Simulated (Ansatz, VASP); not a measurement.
## Cu: VASP beside Ansatz

The input INCAR:

```
PREC     = Accurate       # precision mode
ENCUT    = 520            # plane-wave cutoff, eV
EDIFF    = 1E-6           # SCF threshold, eV
ISMEAR   = 0              # smearing method
SIGMA    = 0.15           # smearing width, eV
LREAL    = F              # projectors in reciprocal space
LASPH    = T              # aspherical terms in the spheres
NELM     = 80             # most SCF steps
ALGO     = Fast           # electronic algorithm
ISIF     = 2              # what is computed and relaxed
LWAVE    = F              # write WAVECAR
LCHARG   = F              # write CHGCAR
GGA      = PS             # functional
NBANDS   = 18             # bands
```

Contents of KPOINTS:

```
regular mesh
0
Gamma
  24 24 14
```

File POSCAR:

```
Cu
1.0
    2.3218922435      0.0000000000      0.0000000000
   -1.1609461218      2.0108176677      0.0000000000
    0.0000000000      0.0000000000      4.8986413444
Cu
2
Direct
    0.3333333333      0.6666666667      0.2500000000
    0.6666666667      0.3333333333      0.7500000000
```

Input for Ansatz:

```yaml
crystal:
  lattice:
    - [2.3218922435, 0.0, 0.0]
    - [-1.1609461218, 2.0108176677, 0.0]
    - [0.0, 0.0, 4.8986413444]
  atoms:
    - { symbol: Cu, position: [0.3333333333, 0.6666666667, 0.25] }
    - { symbol: Cu, position: [0.6666666667, 0.3333333333, 0.75] }
basis:
  ecutwfc: 420
kpoints:
  mp_grid: { grid: [24, 24, 14] }
hamiltonian:
  xc: pbesol
scf:
  occupations: { method: gaussian, width: 0.15 }
output:
  forces: true
  stress: true
  eigenvalues: true
```

Alike in both runs: task single point; functional PBEsol; k mesh 24 × 24 × 14; occupations gaussian, width 0.15 eV; no spin polarisation.

|  | VASP | Ansatz |
| --- | --- | --- |
| version | VASP 6.6.1 | Ansatz 0.2.0 |
| potentials or method | VASP PAW PBE potentials, release 64 (Cu), cutoff 520 eV | scalar-relativistic, plane waves, PAW |
| valence electrons in the cell | 22 | 38 |

```tsv
	VASP	Ansatz	Ansatz less VASP
gap on the k mesh at the Fermi level (eV)	none	none	-
pressure (GPa)	13.1	12.5	-0.59
traceless stress, the component that is largest in VASP (GPa)	-35.30	-35.08	+0.215
```

VASP's potentials were made for PBE, not for PBEsol. A gap of «none» marks a metal or a gap that the smearing closes. VASP's potentials hold 22 valence electrons a cell and Ansatz's 38, so a difference there can come from the potentials and not from the codes.
